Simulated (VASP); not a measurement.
**Al: single point with PBEsol**

Al:

```
CELL_PARAMETERS angstrom
2.55925 0.00000 0.00000
0.00000 2.55925 0.00000
0.00000 0.00000 2.55925
ATOMIC_POSITIONS crystal
Al 0.00000 0.00000 0.00000
```

This cell differs from its parent crystal: volume scaled by 0.85.

```json
{"Program": "VASP 6.6.1", "Task": "single point", "Functional": "PBEsol", "Potentials or basis": "VASP PAW PBE potentials, release 64 (Al)", "Cutoff": "520 eV", "k mesh": "16 × 16 × 16", "Occupations": "fermi-dirac, width 0.08 eV", "Spin": "no spin polarisation"}
```

* Pressure: 14.1 GPa

Levels at points of the mesh, in eV from the Fermi level:
```
           k point  band 1  band 2  band 3  band 4  band 5
(0.00, 0.00, 0.00)  -10.66    8.46    8.46   10.59   10.59
(0.50, 0.00, 0.00)   -5.47   -4.83   11.41   14.96   14.96
(0.50, 0.50, 0.00)   -0.60   -0.60    0.46    1.76   18.45
(0.50, 0.50, 0.50)    3.54    3.54    3.54    5.65    5.65
```

Wall time 16 s on 1 thread of AMD EPYC 7R43 64-Core Processor (Zen 3), with other jobs on the host, peak memory 0.09 GiB.

Caveat: the PAW data sets were made with another functional, which shifts forces and pressure a little.
